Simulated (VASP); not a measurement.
Runs of VASP 6.6.1 on CoO. The structure is that of space group Fm-3m (No. 225), or close to it. The cells are those of the table. 

```csv
cell,gap on the mesh (eV),pressure (GPa),moment (μB)
"a = 2.999, b = 2.999, c = 2.984 Å, angles 60.2, 60.2, 59.7°, 2 atoms",none,(b),2.88
"a = 2.970, b = 2.970, c = 2.924 Å, angles 60.5, 60.5, 59.0°, 2 atoms",none,8.1,(a)
"a = 2.984, b = 2.984, c = 2.954 Å, angles 60.3, 60.3, 59.3°, 2 atoms",none,4.4,2.78
"a = 3.030, b = 3.030, c = 3.045 Å, angles 59.8, 59.8, 60.3°, 2 atoms",none,-5.4,(c)
"a = 3.045, b = 3.045, c = 3.075 Å, angles 59.7, 59.7, 60.7°, 2 atoms",none,-8.2,2.99
```

Alike in all rows: task single point; level PBE; potentials or basis VASP PAW PBE potentials, release 64 (Co, O); spin collinear, ferromagnetic start; k mesh 14 × 14 × 14; cutoff (eV) 520; smearing methfessel-paxton 0.15 eV.

Fill in the values left out.

(a) 2.69; (b) 0.9; (c) 2.97.

Caveats: a cell with one magnetic atom can't hold antiferromagnetic order, which such compounds often take; semilocal functionals often make such compounds metallic where correlation or magnetic order opens a gap, which also shifts bond lengths; the cell stands under pressure (at least some runs); the cell stands under tension (at least some runs).

A gap of «none» marks levels without a gap at the run's occupations.
